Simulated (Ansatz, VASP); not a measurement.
## Cu: VASP beside Ansatz

```
Cu
1.0
    -1.44580    1.44580    1.37290
     1.44580   -1.44580    1.37290
     1.44580    1.44580   -1.37290
Cu
1
Direct
  0.00000 0.00000 0.00000
```

Alike in both runs: functional r2SCAN; k mesh 18 × 18 × 18; occupations gaussian, width 0.1 eV; no spin polarisation.

Ansatz relaxed the structure, and its values are those at the end. VASP's run is a single point on that final structure, the one shown.

|  | VASP | Ansatz |
| --- | --- | --- |
| version | VASP 6.6.1 | Ansatz 0.2.0 |
| potentials or method | VASP PAW PBE potentials, release 64 (Cu), cutoff 520 eV | scalar-relativistic, plane waves, PAW |
| valence electrons in the cell | 11 | 19 |

Ansatz gave:

* gap on the k mesh at the Fermi level (eV): none
* pressure (GPa): 0.0

Estimate VASP's values.

gap on the k mesh at the Fermi level (eV): none; pressure (GPa): 0.7.

VASP's potentials were made for PBE, not for r2SCAN. A gap of «none» marks a metal or a gap that the smearing closes. VASP's potentials hold 11 valence electrons a cell and Ansatz's 19, so a difference there can come from the potentials and not from the codes.
